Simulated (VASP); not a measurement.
# Si3Br2 (R-3m) in VASP: a series of runs

Runs on Si3Br2. Level: PBE. Tasks: relaxation of cell and atoms.

Program: VASP 6.6.1. These are calculated values, not measurements. Logs are shortened: lines on timing, memory, paths and dates and some standing lists are left out, and cuts for length are marked.

## (1) The cell of the first run

Symmetry: R-3m, No. 166, trigonal system. The conventional cell has a = 7.286 Å, b = 7.286 Å, c = 8.924 Å, α = 90.00°, β = 90.00°, γ = 120.00°. Within 3.0 Å of Si (site symmetry 2/m) lie 2 Br at 2.23 Å. Br (site symmetry 3m) has 3 Si at 2.23 Å within 3.0 Å.

## (2) Relaxation of cell and atoms, PBE (atoms taken out)

The input, INCAR:

```
PREC     = Accurate       # precision mode
ENCUT    = 600            # plane-wave cutoff, eV
EDIFF    = 1E-6           # SCF threshold, eV
ISMEAR   = 0              # smearing method
SIGMA    = 0.1            # smearing width, eV
LREAL    = False          # projectors in reciprocal space
LASPH    = True           # aspherical terms in the spheres
NELM     = 100            # most SCF steps
ALGO     = Normal         # electronic algorithm
ISIF     = 3              # what is computed and relaxed
LWAVE    = False          # write WAVECAR
LCHARG   = False          # write CHGCAR
GGA      = PE             # functional
IBRION   = 2              # ionic algorithm
NSW      = 90             # ionic steps
EDIFFG   = -0.04          # ionic threshold
```

The input, KPOINTS:

```
regular mesh
0
Gamma
  4 4 4
```

The input, POSCAR:

```
Si3Br2
1.0
    3.6432077400      2.1034069700      2.9746666700
   -3.6432077400      2.1034069700      2.9746666700
    0.0000000000     -4.2068139400      2.9746666700
Si Br
3 2
Direct
    0.0000000000      0.5000000000      0.0000000000
    0.5000000000      0.0000000000      0.0000000000
    0.0000000000      0.0000000000      0.5000000000
    0.7500000000      0.7500000000      0.7500000000
    0.2500000000      0.2500000000      0.2500000000
```

Potentials or basis: VASP PAW PBE potentials, release 64 (Si, Br).

Launch:

```
$ cat potpaw_PBE.64/Si/POTCAR potpaw_PBE.64/Br/POTCAR > POTCAR
$ mpirun -np 1 vasp_std > vasp.out
```

OUTCAR:

```text
PREC = Accurate
   ENCUT = 600
   EDIFF = 1E-6
   ISMEAR = 0
   LREAL = False
   LASPH = True
   NELM = 100
   ISIF = 3
   GGA = PE
   IBRION = 2
   NSW = 90
   EDIFFG = -0.04

 ion  position               nearest neighbor table
   1  0.000  0.500  0.000-   4 2.23   5 2.23
   2  0.500  0.000  0.000-   4 2.23   5 2.23
   3  0.000  0.000  0.500-   4 2.23   5 2.23
   4  0.750  0.750  0.750-   1 2.23   2 2.23   3 2.23
   5  0.250  0.250  0.250-   1 2.23   2 2.23   3 2.23

  LATTYP: Found a simple cubic cell.
 ALAT       =     5.1522738006

  Lattice vectors:

 A1 = (   3.6432077400,   2.1034069700,   2.9746666700)
 A2 = (  -3.6432077400,   2.1034069700,   2.9746666700)
 A3 = (   0.0000000000,  -4.2068139400,   2.9746666700)

Analysis of symmetry for initial positions (statically):
=====================================================================
 Subroutine PRICEL returns:
 Original cell was already a primitive cell.

 Routine SETGRP: Setting up the symmetry group for a
 simple cubic supercell.

 Subroutine GETGRP returns: Found 12 space group operations
 (whereof 12 operations were pure point group operations)
 out of a pool of 48 trial point group operations.

The static configuration has the point symmetry D_3d.

Analysis of symmetry for dynamics (positions and initial velocities):
=====================================================================
 Subroutine PRICEL returns:
 Original cell was already a primitive cell.

 Routine SETGRP: Setting up the symmetry group for a
 simple cubic supercell.

 Subroutine GETGRP returns: Found 12 space group operations
 (whereof 12 operations were pure point group operations)
 out of a pool of 48 trial point group operations.

The dynamic configuration has the point symmetry D_3d.

 Subroutine INISYM returns: Found 12 space group operations
 (whereof 12 operations are pure point group operations),
 and found     1 'primitive' translations

----------------------------------------------------------------------------------------

                                     Primitive cell

  volume of cell :     136.7719

  direct lattice vectors                    reciprocal lattice vectors
     3.643207740  2.103406970  2.974666670     0.137241693  0.079236529  0.112057373
    -3.643207740  2.103406970  2.974666670    -0.137241693  0.079236529  0.112057373
     0.000000000 -4.206813940  2.974666670     0.000000000 -0.158473057  0.112057373

  length of vectors
     5.152273801  5.152273801  5.152273801     0.194089064  0.194089064  0.194089064

  position of ions in fractional coordinates (direct lattice)
     0.000000000  0.500000000  1.000000000
     0.500000000  0.000000000  1.000000000
     1.000000000  1.000000000  0.500000000
     0.750000000  0.750000000  0.750000000
     0.250000000  0.250000000  0.250000000

  ion indices of the primitive-cell ions
   primitive index   ion index
                 1           1
                 2           2
                 3           3
                 4           4
                 5           5

----------------------------------------------------------------------------------------

 KPOINTS: regular mesh

Automatic generation of k-mesh.
 Grid dimensions read from file:
 generate k-points for:    4    4    4

 Generating k-lattice:

  Cartesian coordinates                     Fractional coordinates (reciprocal lattice)
     0.034310423  0.019809132  0.028014343     0.250000000  0.000000000 -0.000000000
    -0.034310423  0.019809132  0.028014343     0.000000000  0.250000000 -0.000000000
     0.000000000 -0.039618264  0.028014343    -0.000000000 -0.000000000  0.250000000

  Length of vectors
     0.048522266  0.048522266  0.048522266

  Shift w.r.t. Gamma in fractional coordinates (k-lattice)
     0.000000000  0.000000000  0.000000000

 Subroutine IBZKPT returns following result:
 ===========================================

 Found     13 irreducible k-points:

 Following reciprocal coordinates:
            Coordinates               Weight
  0.000000  0.000000  0.000000      1.000000
  0.250000 -0.000000 -0.000000      6.000000
  0.500000 -0.000000 -0.000000      3.000000
  0.250000  0.250000 -0.000000      6.000000
 -0.250000  0.250000  0.000000      6.000000
  0.500000  0.250000 -0.000000     12.000000
  0.500000  0.500000 -0.000000      3.000000
  0.250000  0.250000  0.250000      2.000000
 -0.250000  0.250000  0.250000      6.000000
  0.500000  0.250000  0.250000      6.000000
 -0.250000  0.500000  0.250000      6.000000
  0.500000  0.500000  0.250000      6.000000
  0.500000  0.500000  0.500000      1.000000
   k-points           NKPTS =     13   k-points in BZ     NKDIM =     13   number of bands    NBANDS=     17
   number of dos      NEDOS =    301   number of ions     NIONS =      5
   total plane-waves  NPLWV =  74088
   dimension x,y,z NGX =    42 NGY =   42 NGZ =   42
   dimension x,y,z NGXF=    84 NGYF=   84 NGZF=   84
   ions per type =               3   2
   NGX,Y,Z   is equivalent  to a cutoff of  13.55, 13.55, 13.55 a.u.
   NGXF,Y,Z  is equivalent  to a cutoff of  27.10, 27.10, 27.10 a.u.
 SYSTEM =  unknown system
   PREC   = accura    normal or accurate (medium, high low for compatibility)
   ISTART =      0    job   : 0-new  1-cont  2-samecut
   ICHARG =      2    charge: 1-file 2-atom 10-const
   ISPIN  =      1    spin polarized calculation?
   LNONCOLLINEAR =      F non collinear calculations
   LSORBIT =      F    spin-orbit coupling
   LASPH  =      T    aspherical Exc in radial PAW
   ENCUT  =  600.0 eV  44.10 Ry    6.64 a.u.  10.29 10.29 10.29*2*pi/ulx,y,z
   NELM   =    100;   NELMIN=  2; NELMDL= -5     # of ELM steps
   EDIFF  = 0.1E-05   stopping-criterion for ELM
   LREAL  =      F    real-space projection
   EDIFFG = -.4E-01   stopping-criterion for IOM
   NSW    =     90    number of steps for IOM
   IBRION =      2    ionic relax: 0-MD 1-quasi-New 2-CG
   NFREE  =      1    steps in history (QN), initial steepest desc. (CG)
   ISIF   =      3    stress and relaxation
   ISYM   =      2    0-nonsym 1-usesym 2-fastsym
   POTIM  = 0.5000    time-step for ionic-motion
   TEBEG  =    0.0;   TEEND  =   0.0 temperature during run
   PSTRESS=    0.0 pullay stress
   NELECT =      26.0000    total number of electrons
   NUPDOWN=      -1.0000    fix difference up-down
   EMIN   =  10.00;   EMAX   =-10.00  energy-range for DOS
   EFERMI =   0.00;   METHOD = LEGACY
   ISMEAR =     0;   SIGMA  =   0.10  broadening in eV -4-tet -1-fermi 0-gaus
   EFERMI_NEDOS =   21; number of points for ismear=-14 and -15
   IALGO  =     38    algorithm
   IMIX   =      4    mixing-type and parameters
     AMIX     =   0.40;   BMIX     =  1.00
     AMIX_MAG =   1.60;   BMIX_MAG =  1.00
  volume/ion in A,a.u.               =      27.35       184.60
  Fermi-wavevector in a.u.,A,eV,Ry     =   0.941312  1.778822 12.055696  0.886069
  Thomas-Fermi vector in A             =   2.068811
   LORBIT       =      0    0 simple, 1 ext, 2 COOP (PROOUT), +10 PAW based schemes
   GGA     = PE    functional components
   LHFCALC =     F    Hartree Fock is set to
   AEXX    =    0.0000 exact exchange contribution
   IVDW    =     0    specifies the selected vdW correction
   LEPSILON=     F    determine dielectric tensor
   LRPA    =     F    only Hartree local field effects (RPA)
 conjugate gradient relaxation of ions
 non-spin polarized calculation
 Gauss-broadening in eV      SIGMA  =   0.10
  energy-cutoff  :      600.00
  volume of cell :      136.77
 maximum number of plane-waves:      4632
 NGX is ok and might be reduce to    42
   NGX = 21   NGY = 21   NGZ = 21

--------------------------------------- Ionic step        1  -------------------------------------------

 number of electron      26.0000002 magnetization

 Free energy of the ion-electron system (eV)
  ---------------------------------------------------
  ext. energy  EPLUGINS =         0.00000000
  ---------------------------------------------------
  free energy    TOTEN  =       -10.77221111 eV

  energy without entropy =      -10.75581233  energy(sigma->0) =      -10.76401172

------------------------ aborting loop because EDIFF is reached ----------------------------------------

  FORCE on cell =-STRESS in cart. coord.  units (eV):
  Direction    XX          YY          ZZ          XY          YZ          ZX
  --------------------------------------------------------------------------------------
  -------------------------------------------------------------------------------------
  Total       20.5209471     20.5209471     -3.5202902      0.0000000      0.0000000      0.0000000
  in kB      240.3871125    240.3871126    -41.2374917      0.0000000      0.0000000      0.0000000
  external PRESSURE =     146.5122445 kB  Pullay stress =       0.0000000 kB
[... 98 lines left out ...]
  FREE ENERGIE OF THE ION-ELECTRON SYSTEM (eV)
  ---------------------------------------------------
  free  energy   TOTEN  =       -14.2604996920 eV

  energy  without entropy=      -14.2420333507  energy(sigma->0) =      -14.25126652

[... ionic steps 4 to 8 ...]

--------------------------------------- Ionic step        9  -------------------------------------------

 number of electron      25.9999995 magnetization

------------------------ aborting loop because EDIFF is reached ----------------------------------------

  FORCE on cell =-STRESS in cart. coord.  units (eV):
  Direction    XX          YY          ZZ          XY          YZ          ZX
  --------------------------------------------------------------------------------------
  -------------------------------------------------------------------------------------
  Total        0.1997838      0.1997838     -0.2338111      0.0000000     -0.0000000      0.0000000
  in kB        2.4067889      2.4067889     -2.8167146      0.0000000     -0.0000000      0.0000000
  external PRESSURE =       0.6656210 kB  Pullay stress =       0.0000000 kB
[... 63 lines left out ...]
  energy  without entropy=      -15.7190077400  energy(sigma->0) =      -15.72379690

--------------------------------------- Ionic step       11  -------------------------------------------

 number of electron      25.9999993 magnetization

 Free energy of the ion-electron system (eV)
  ---------------------------------------------------
  ext. energy  EPLUGINS =         0.00000000
  ---------------------------------------------------
  free energy    TOTEN  =       -15.73000456 eV

  energy without entropy =      -15.72026346  energy(sigma->0) =      -15.72513401

 E-fermi :   3.6488     XC(G=0):  -8.6767

 val. band max:        3.4710463962   @ k =  -0.2500   0.2500   0.0000
 cond. band min:       3.6966476648   @ k =   0.2500   0.2500   0.2500
 fundamental gap:      0.2256012685
 Fermi energy:         3.6488402300

 k-point     1 :       0.0000    0.0000    0.0000
  band No.  band energies     occupation
      1     -13.3138      2.00000
      2     -12.4164      2.00000
      3      -4.1498      2.00000
      4      -3.6869      2.00000
      5      -3.6869      2.00000
      6      -2.4081      2.00000
[... 9 lines left out ...]
     16       6.4549      0.00000
     17       6.4549      0.00000
[... 270 lines left out ...]
  FREE ENERGIE OF THE ION-ELECTRON SYSTEM (eV)
  ---------------------------------------------------
  free  energy   TOTEN  =       -15.7300045554 eV

  energy  without entropy=      -15.7202634560  energy(sigma->0) =      -15.72513401

 reached required accuracy - stopping structural energy minimisation
```

It took 2.4 min on 1 thread of Intel Xeon 6975P-C (Granite Rapids), shared host; peak memory 0.28 GiB.

Results:

* Free energy: -15.7300 eV
* Relaxed volume: 26.73 Å³/atom
* Relaxed cell: a = 5.351 Å, b = 5.351 Å, c = 5.351 Å, α = 105.10°, β = 105.10°, γ = 105.10°
* Space group after relaxing (to 0.1 Å): R-3m (No. 166)
* Energy gained by relaxing: 991.6 meV/atom
* Ionic steps: 11
* Pressure after relaxing: -0.1 GPa
* Largest force after relaxing: 0.021 eV/Å
* Band gap on the k mesh: zero (bands 13 and 14 overlap by 1.32 eV)

Forces in eV/Å, atoms in the order of the input:
```
Si   0.000  0.000  0.000
Si   0.000  0.000  0.000
Si   0.000  0.000  0.000
Br   0.000  0.000  0.021
Br   0.000  0.000 -0.021
```

Step by step:
| step | energy change (eV) | largest force (eV/Å) | pressure (GPa) | volume (Å³) |
| --- | --- | --- | --- | --- |
| 1 | 0.0000 | 3.4424 | 14.65 | 136.77 |
| 2 | -3.4756 | 0.2011 | -2.94 | 189.63 |
| 3 | -3.4883 | 0.3937 | -2.16 | 183.60 |
| 4 | -3.4903 | 0.3566 | -2.32 | 184.70 |
| 5 | -3.9019 | 0.3513 | -2.48 | 173.57 |
| 6 | -4.8794 | 0.7059 | -1.41 | 140.07 |
| 7 | -4.9448 | 0.1805 | 0.79 | 129.66 |
| 8 | -4.9474 | 0.2772 | 0.38 | 131.30 |
| 9 | -4.9562 | 0.0502 | 0.07 | 132.99 |
| 10 | -4.9564 | 0.0138 | 0.01 | 133.29 |
| 11 | -4.9578 | 0.0208 | -0.09 | 133.67 |

Final structure:
```
Si Br
1.0
     4.24800    2.45258    2.13835
    -4.24800    2.45258    2.13835
     0.00000   -4.90516    2.13835
Si Br
3 2
Direct
  0.00000 0.50000 0.00000
  0.50000 0.00000 0.00000
  0.00000 0.00000 0.50000
  0.73175 0.73175 0.73175
  0.26825 0.26825 0.26825
```

Levels at points of the mesh, in eV from the Fermi level:
```tsv
k point	band 9	band 10	band 11	band 12	band 13	band 14	band 15	band 16	band 17
(0.00, 0.00, 0.00)	-2.12	-2.12	-1.93	-1.81	-1.81	-0.99	1.89	2.81	2.81
(0.50, 0.00, 0.00)	-2.96	-2.73	-2.70	-1.72	0.32	0.40	0.97	1.53	3.06
(0.50, 0.50, 0.00)	-3.86	-2.12	-1.86	-0.73	0.24	0.34	0.65	1.62	3.36
(0.50, 0.50, 0.50)	-3.24	-1.94	-1.94	-1.58	-1.58	0.43	2.21	3.67	3.96
```

Caveat: the cell differs from its parent crystal (atoms taken out).

## (3) Relaxation of cell and atoms, PBE (atoms taken out)

The input, INCAR:

```
SYSTEM = Si3Br2
ALGO     = Normal         ! electronic algorithm
EDIFF    = 1E-6           ! SCF threshold, eV
EDIFFG   = -0.04          ! ionic threshold
ENCUT    = 600            ! plane-wave cutoff, eV
GGA      = PE             ! functional
IBRION   = 2              ! ionic algorithm
ISIF     = 3              ! what is computed and relaxed
ISMEAR   = 0              ! smearing method
LASPH    = .TRUE.         ! aspherical terms in the spheres
LCHARG   = .FALSE.        ! write CHGCAR
LREAL    = .FALSE.        ! projectors in reciprocal space
LWAVE    = .FALSE.        ! write WAVECAR
NELM     = 100            ! most SCF steps
NSW      = 90             ! ionic steps
PREC     = Accurate       ! precision mode
SIGMA    = 0.1            ! smearing width, eV
```

The input, KPOINTS:

```
k-points
0
G
  6 6 6
  0 0 0
```

The input, POSCAR:

```
Si3Br2
1.0
    4.2342649456      2.4446540062      2.1343858708
   -4.2342649456      2.4446540062      2.1343858708
    0.0000000000     -4.8893080123      2.1343858708
Si Br
3 2
Direct
    0.0000000000      0.5000000000      0.0000000000
    0.5000000000      0.0000000000      0.0000000000
    0.0000000000      0.0000000000      0.5000000000
    0.7319286830      0.7319286830      0.7319286830
    0.2680713170      0.2680713170      0.2680713170
```

Potentials or basis: VASP PAW PBE potentials, release 64 (Si, Br).

Launch:

```
$ cat potpaw_PBE.64/Si/POTCAR potpaw_PBE.64/Br/POTCAR > POTCAR
$ mpirun -np 1 vasp_std > vasp.out
```

Wall time 70 s (1 thread of Intel Xeon 6975P-C (Granite Rapids), shared host); peak memory 0.36 GiB.

Results (log left out):

* Free energy: -15.7131 eV
* Relaxed volume: 26.60 Å³/atom
* Relaxed cell: a = 5.340 Å, b = 5.340 Å, c = 5.340 Å, α = 105.05°, β = 105.05°, γ = 105.05°
* Space group after relaxing (to 0.1 Å): R-3m (No. 166)
* Energy gained by relaxing: 0.1 meV/atom
* Ionic steps: 2
* Pressure after relaxing: 0.0 GPa
* Largest force after relaxing: 0.029 eV/Å
* Band gap on the k mesh: zero (bands 13 and 14 overlap by 1.32 eV)

Forces on the atoms (eV/Å):
```
Si   0.000  0.000  0.000
Si   0.000  0.000  0.000
Si   0.000  0.000  0.000
Br   0.000  0.000  0.029
Br   0.000  0.000 -0.029
```

The path:
```csv
step,energy change (eV),largest force (eV/Å),pressure (GPa),volume (Å³)
1,0.0000,0.0575,0.14,132.56
2,-0.0005,0.0286,0.05,133.00
```

Final structure:
```
CELL_PARAMETERS angstrom
4.23790 2.44675 2.13783
-4.23790 2.44675 2.13783
0.00000 -4.89351 2.13783
ATOMIC_POSITIONS crystal
Si 0.00000 0.50000 0.00000
Si 0.50000 0.00000 0.00000
Si 0.00000 0.00000 0.50000
Br 0.73236 0.73236 0.73236
Br 0.26764 0.26764 0.26764
```

Levels at points of the mesh, in eV from the Fermi level:
```csv
k point,band 9,band 10,band 11,band 12,band 13,band 14,band 15,band 16,band 17
"(0.00, 0.00, 0.00)",-2.02,-2.02,-1.84,-1.68,-1.68,-0.88,2.03,2.93,2.93
"(0.50, 0.00, 0.00)",-2.86,-2.62,-2.58,-1.61,0.45,0.52,1.09,1.66,3.20
"(0.50, 0.50, 0.00)",-3.74,-1.99,-1.77,-0.61,0.34,0.45,0.77,1.75,3.33
"(0.50, 0.50, 0.50)",-3.10,-1.82,-1.82,-1.47,-1.47,0.55,2.35,3.81,3.81
```

Caveat: the cell differs from its parent crystal (atoms taken out).

The gap in the log of VASP goes by the Fermi energy; the results here count the filled bands.